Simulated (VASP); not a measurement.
Runs of VASP 6.6.1 on SiC. The structure is that of space group Fm-3m (No. 225), or close to it. The cells are those of the table. 

| task | cell | k mesh | gap on the mesh (eV) | pressure (GPa) |
| --- | --- | --- | --- | --- |
| relaxation of cell and atoms | relaxed from a = 2.633 Å, angles 60.0°, 2 atoms | 10 × 10 × 10 | none | 0.2 |
| single point | a = 2.633 Å, angles 60.0°, 2 atoms | 8 × 8 × 8 | 1.33 | 105.3 |
| single point | a = 2.847 Å, angles 60.0°, 2 atoms | 18 × 18 × 18 | none | -0.1 |
| single point | a = 2.848 Å, angles 60.0°, 2 atoms | 10 × 10 × 10 | none | (a) |

Alike in all rows: level r2SCAN; potentials or basis VASP PAW PBE potentials, release 64 (Si, C); no spin polarisation; cutoff (eV) 660; smearing gaussian 0.1 eV.

Task: Fill in the values left out.

Result: (a) 0.0.

Caveats: the PAW data sets were made with another functional, which shifts forces and pressure a little.

A k mesh can miss the band edges.

A gap of «none» marks levels without a gap at the run's occupations.
